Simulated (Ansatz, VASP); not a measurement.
Two plane-wave programs on Te2Mo

```xyz
6
Lattice="6.3616 0.0000 0.0000 0.0000 3.4804 0.0000 -0.0857 0.0000 36.1759" Properties=species:S:1:pos:R:3 pbc="T T T"
Te    2.6844    2.6103   19.5604
Te    3.5915    0.8701   16.6155
Te    5.8104    0.8701   20.1329
Te    0.4655    2.6103   16.0430
Mo    1.1110    0.8701   17.9963
Mo    5.1649    2.6103   18.1796
```

Alike in both runs: task relaxation of cell and atoms; functional LDA; k mesh 4 × 8 × 1; occupations fermi-dirac, width 0.05 eV; no spin polarisation.

|  | VASP | Ansatz |
| --- | --- | --- |
| version | VASP 6.6.1 | Ansatz 0.2.0 |
| potentials or method | VASP PAW LDA potentials, release 64 (Te, Mo_sv) | Ansatz PAW |
| plane-wave cutoff (eV) | 500 | 420 |
| valence electrons in the cell | 52 | 92 |

Ansatz gave:

```
gap on the k mesh at the Fermi level, each at its own relaxed structure (eV) : none
relaxed volume (Å³/atom)                                                     : 126.92
relaxed cell length with the largest relative difference (Å)                 : 6.275
```

Q: Which values does VASP return?

A: gap on the k mesh at the Fermi level, each at its own relaxed structure (eV): none; relaxed volume (Å³/atom): 127.08; relaxed cell length with the largest relative difference (Å): 6.283.

LDA's correlation is that of Perdew and Zunger in VASP and of Perdew and Wang (1992) in Ansatz. A gap of «none» marks a metal or a gap that the smearing closes. VASP's potentials hold 52 valence electrons a cell and Ansatz's 92, so a difference there can come from the potentials and not from the codes.

Spin-orbit coupling is off throughout. Noted on Ansatz's run: the plane-wave basis is chosen anew once the cell has moved, so the energies of steps on either side of that aren't comparable.
